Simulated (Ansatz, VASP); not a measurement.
**CsI in VASP and in Ansatz**

```
CELL_PARAMETERS angstrom
4.50319 0.00000 0.00000
0.00000 4.50319 0.00000
0.00000 0.00000 4.52571
ATOMIC_POSITIONS crystal
Cs 0.00000 0.00000 0.00000
I 0.50000 0.50000 0.50000
```

Change from the starting cell: z stretched by +0.5 %, x and y held.

Alike in both runs: task single point; functional PBEsol; k mesh 6 × 6 × 6; no spin polarisation.

|  | VASP | Ansatz |
| --- | --- | --- |
| version | VASP 6.6.1 | Ansatz 0.2.0 |
| potentials or method | VASP PAW PBE potentials, release 64 (Cs_sv, I), cutoff 500 eV | all-electron LAPW, scalar-relativistic |
| occupations | gaussian, width 0.01 eV | fixed |

```tsv
	VASP	Ansatz	Ansatz less VASP
gap on the k mesh at the Fermi level (eV)	3.81	3.83	+0.013
pressure (GPa)	0.0	0.0	-0.05
traceless stress, the component that is largest in VASP (GPa)	-0.06	-0.06	0.000
```

VASP's potentials were made for PBE, not for PBEsol. Ansatz ran all-electron here, and VASP with PAW potentials.

Spin-orbit coupling is off throughout.
